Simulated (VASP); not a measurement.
# P (P6_3/mmc) in VASP: notebook, part 2 of 2

VASP 6.6.1. The steps go on from the part before.

### Step 3. Electric field gradients, PBE (15.27 Å³/atom)

This run uses another cell than the first one, of 15.27 Å³/atom.

INCAR

```
SYSTEM = P
PREC = Accurate
ENCUT = 520
EDIFF = 1E-8
ISMEAR = -1
SIGMA = 0.05
LREAL = .False.
LASPH = .True.
NELM = 100
ALGO = Normal
ISIF = 2
LWAVE = .False.
LCHARG = .False.
GGA = PE
LEFG = .True.
NBANDS = 12
```

KPOINTS

```
Automatic mesh
0
Gamma
  15 15 8
  0 0 0
```

POSCAR

```
P
1.0
    2.7497409823      0.0000000000      0.0000000000
   -1.3748704911      2.3813455445      0.0000000000
    0.0000000000      0.0000000000      4.6629093757
P
2
Direct
    0.3333333333      0.6666666667      0.2500000000
    0.6666666667      0.3333333333      0.7500000000
```

Potentials or basis: VASP PAW PBE potentials, release 64 (P).

Command:

```
cat potpaw_PBE.64/P/POTCAR > POTCAR
mpirun -np 1 vasp_std > vasp.out
```

OUTCAR:

```text
SYSTEM = P
   PREC = Accurate
   ENCUT = 520
   EDIFF = 1E-8
   ISMEAR = -1
   LREAL = .False.
   LASPH = .True.
   NELM = 100
   ISIF = 2
   GGA = PE

 ion  position               nearest neighbor table
   1  0.333  0.667  0.250-   2 2.82   2 2.82   2 2.82   2 2.82   2 2.82   2 2.82
   2  0.667  0.333  0.750-   1 2.82   1 2.82   1 2.82   1 2.82   1 2.82   1 2.82

  LATTYP: Found a hexagonal cell.
 ALAT       =     2.7497409823
 C/A-ratio  =     1.6957631303

  Lattice vectors:

 A1 = (   2.7497409823,   0.0000000000,   0.0000000000)
 A2 = (  -1.3748704911,   2.3813455445,   0.0000000000)
 A3 = (   0.0000000000,   0.0000000000,   4.6629093757)

Analysis of symmetry for initial positions (statically):
=====================================================================
 Subroutine PRICEL returns:
 Original cell was already a primitive cell.

 Routine SETGRP: Setting up the symmetry group for a
 hexagonal supercell.

 Subroutine GETGRP returns: Found 24 space group operations
 (whereof 12 operations were pure point group operations)
 out of a pool of 24 trial point group operations.

The static configuration has the point symmetry D_3d.
 The point group associated with its full space group is D_6h.

Analysis of symmetry for dynamics (positions and initial velocities):
=====================================================================
 Subroutine PRICEL returns:
 Original cell was already a primitive cell.

 Routine SETGRP: Setting up the symmetry group for a
 hexagonal supercell.

 Subroutine GETGRP returns: Found 24 space group operations
 (whereof 12 operations were pure point group operations)
 out of a pool of 24 trial point group operations.

The dynamic configuration has the point symmetry D_3d.
 The point group associated with its full space group is D_6h.

 Subroutine INISYM returns: Found 24 space group operations
 (whereof 12 operations are pure point group operations),
 and found     1 'primitive' translations

----------------------------------------------------------------------------------------

                                     Primitive cell

  volume of cell :      30.5331

  direct lattice vectors                    reciprocal lattice vectors
     2.749740982  0.000000000  0.000000000     0.363670617  0.209965329  0.000000000
    -1.374870491  2.381345544  0.000000000     0.000000000  0.419930657  0.000000000
     0.000000000  0.000000000  4.662909376     0.000000000  0.000000000  0.214458382

  length of vectors
     2.749740982  2.749740982  4.662909376     0.419930657  0.419930657  0.214458382

  position of ions in fractional coordinates (direct lattice)
     0.333333333  0.666666667  0.250000000
     0.666666667  0.333333333  0.750000000

  ion indices of the primitive-cell ions
   primitive index   ion index
                 1           1
                 2           2

----------------------------------------------------------------------------------------

 KPOINTS: Automatic mesh

Automatic generation of k-mesh.
 Grid dimensions read from file:
 generate k-points for:   15   15    8

[... 82 lines left out ...]
     AMIX     =   0.40;   BMIX     =  1.00
     AMIX_MAG =   1.60;   BMIX_MAG =  1.00
  volume/ion in A,a.u.               =      15.27       103.02
  Fermi-wavevector in a.u.,A,eV,Ry     =   1.128456  2.132472 17.325820  1.273412
  Thomas-Fermi vector in A             =   2.265146
   LORBIT       =      0    0 simple, 1 ext, 2 COOP (PROOUT), +10 PAW based schemes
   GGA     = PE    functional components
   LHFCALC =     F    Hartree Fock is set to
   AEXX    =    0.0000 exact exchange contribution
   IVDW    =     0    specifies the selected vdW correction
   LEPSILON=     F    determine dielectric tensor
   LRPA    =     F    only Hartree local field effects (RPA)
 non-spin polarized calculation
  energy-cutoff  :      520.00
  volume of cell :       30.53
 maximum number of plane-waves:       837
   NGX = 11   NGY = 11   NGZ = 17

 number of electron      10.0000002 magnetization

 Free energy of the ion-electron system (eV)
  ---------------------------------------------------
  ext. energy  EPLUGINS =         0.00000000
  ---------------------------------------------------
  free energy    TOTEN  =        -9.11446635 eV

  energy without entropy =       -9.10677668  energy(sigma->0) =       -9.11062152

 E-fermi :   9.1624     XC(G=0): -11.2651

 val. band max:        9.0725162504   @ k =   0.4667   0.0667   0.1250
 cond. band min:       9.1805766330   @ k =   0.4667   0.0667   0.0000
 fundamental gap:      0.1080603826
 Fermi energy:         9.1623871203

 k-point     1 :       0.0000    0.0000    0.0000
  band No.  band energies     occupation
      1      -6.7402      2.00000
      2      -1.7128      2.00000
      3       1.3793      2.00000
      4      13.9860      0.00000
      5      13.9860      0.00000
      6      14.8897      0.00000
      7      15.5404      0.00000
      8      15.5404      0.00000
      9      19.4954      0.00000
     10      19.6931      0.00000
     11      20.7816      0.00000
     12      20.7816      0.00000
[... 331 lines left out ...]
 k-point    24 :       0.4000    0.2000    0.0000
  band No.  band energies     occupation
      1      -0.7360      2.00000
      2       0.5031      2.00000
      3       4.2681      2.00000
      4       5.7152      2.00000
      5       6.1756      2.00000
      6       6.8663      2.00000
      7       8.6618      1.99991
      8       9.8298      0.00000
      9      14.3627      0.00000
     10      19.7206      0.00000
     11      22.4043      0.00000
     12      23.8040      0.00000

 [... further k-points ...]

------------------------ aborting loop because EDIFF is reached ----------------------------------------

  FORCE on cell =-STRESS in cart. coord.  units (eV):
  Direction    XX          YY          ZZ          XY          YZ          ZX
  --------------------------------------------------------------------------------------
  -------------------------------------------------------------------------------------
  Total       -0.8130962     -0.8130962     -0.7706389     -0.0000000     -0.0000000      0.0000000
  in kB      -42.6659420    -42.6659420    -40.4380625     -0.0000000     -0.0000000      0.0000000
  external PRESSURE =     -41.9233155 kB  Pullay stress =       0.0000000 kB

 VOLUME and BASIS-vectors are now :
 -----------------------------------------------------------------------------
  energy-cutoff  :      520.00
  volume of cell :       30.53
      direct lattice vectors                 reciprocal lattice vectors
     2.749740982  0.000000000  0.000000000     0.363670617  0.209965329  0.000000000
    -1.374870491  2.381345544  0.000000000     0.000000000  0.419930657  0.000000000
     0.000000000  0.000000000  4.662909376     0.000000000  0.000000000  0.214458382

 POSITION                                       TOTAL-FORCE (eV/Angst)
 -----------------------------------------------------------------------------------
     -0.00000      1.58756      1.16573        -0.000000      0.000000      0.000000
      1.37487      0.79378      3.49718         0.000000     -0.000000      0.000000
 -----------------------------------------------------------------------------------
    total drift:                                0.000000     -0.000000      0.000000

  FREE ENERGIE OF THE ION-ELECTRON SYSTEM (eV)
  ---------------------------------------------------
  free  energy   TOTEN  =        -9.1144663529 eV

  energy  without entropy=       -9.1067766803  energy(sigma->0) =       -9.11062152

 Electric field gradients (V/A^2)
---------------------------------------------------------------------
 ion       V_xx      V_yy      V_zz      V_xy      V_xz      V_yz
---------------------------------------------------------------------
   1       0.147     0.146    -0.293    -0.001     0.000     0.000
   2       0.147     0.146    -0.293    -0.001     0.000     0.000
---------------------------------------------------------------------

 Electric field gradients after diagonalization (V/A^2)
 (convention: |V_zz| > |V_xx| > |V_yy|)
----------------------------------------------------------------------
 ion       V_xx      V_yy      V_zz     asymmetry (V_yy - V_xx)/ V_zz
----------------------------------------------------------------------
   1       0.147     0.146    -0.293       0.004
   2       0.147     0.146    -0.293       0.004
----------------------------------------------------------------------

           NMR quadrupolar parameters

 Cq : quadrupolar parameter    Cq=e*Q*V_zz/h
 eta: asymmetry parameters     (V_yy - V_xx)/ V_zz
 Q  : nuclear electric quadrupole moment in mb (millibarn)
----------------------------------------------------------------------
 ion       Cq(MHz)       eta       Q (mb)
----------------------------------------------------------------------
   1      -0.001       0.004       1.000
   2      -0.001       0.004       1.000
----------------------------------------------------------------------
```

OSZICAR:

```text
N       E                     dE             d eps       ncg     rms          rms(c)
DAV:   1     0.201850724807E+02    0.20185E+02   -0.45283E+03  3240   0.723E+02
DAV:   2    -0.808776761619E+01   -0.28273E+02   -0.26825E+02  4536   0.112E+02
DAV:   3    -0.912470047511E+01   -0.10369E+01   -0.10244E+01  4168   0.196E+01
DAV:   4    -0.913040341848E+01   -0.57029E-02   -0.57018E-02  3912   0.180E+00
DAV:   5    -0.913043692504E+01   -0.33507E-04   -0.33507E-04  4092   0.135E-01    0.518E+00
DAV:   6    -0.911869799611E+01    0.11739E-01   -0.79514E-03  3708   0.477E-01    0.300E+00
DAV:   7    -0.911443117018E+01    0.42668E-02   -0.13983E-02  3548   0.641E-01    0.147E-01
DAV:   8    -0.911446763639E+01   -0.36466E-04   -0.37741E-04  4096   0.126E-01    0.234E-02
DAV:   9    -0.911446736514E+01    0.27125E-06   -0.23310E-06  4248   0.112E-02    0.837E-03
DAV:  10    -0.911446601923E+01    0.13459E-05   -0.69022E-07  3984   0.502E-03    0.474E-03
DAV:  11    -0.911446634556E+01   -0.32633E-06   -0.17304E-08  3516   0.871E-04    0.212E-04
DAV:  12    -0.911446636522E+01   -0.19660E-07   -0.79826E-10  2404   0.200E-04    0.162E-04
DAV:  13    -0.911446635208E+01    0.13142E-07   -0.65649E-11  2100   0.598E-05    0.390E-05
DAV:  14    -0.911446635289E+01   -0.81224E-09   -0.74173E-12  2048   0.199E-05
   1 F= -.91144664E+01 E0= -.91106215E+01  d E =-.768967E-02
```

Wall time 15 s (1 thread of Intel Xeon 6975P-C (Granite Rapids), shared host); peak memory 0.15 GiB.

What came out:

* Free energy: -9.1145 eV
* Pressure: -4.2 GPa
* Band gap on the k mesh: zero (bands 5 and 6 overlap by 10.16 eV)
* Largest electric field gradient by atom: P -0.29 V/Å²

Stress tensor (GPa, compression positive):
```
-4.27  0.00  0.00
 0.00 -4.27  0.00
 0.00  0.00 -4.04
```

Caveat: the cell stands under tension; without QUAD_EFG the Cq values of the log hold for a quadrupole moment of 1 mb, not for the nuclei.
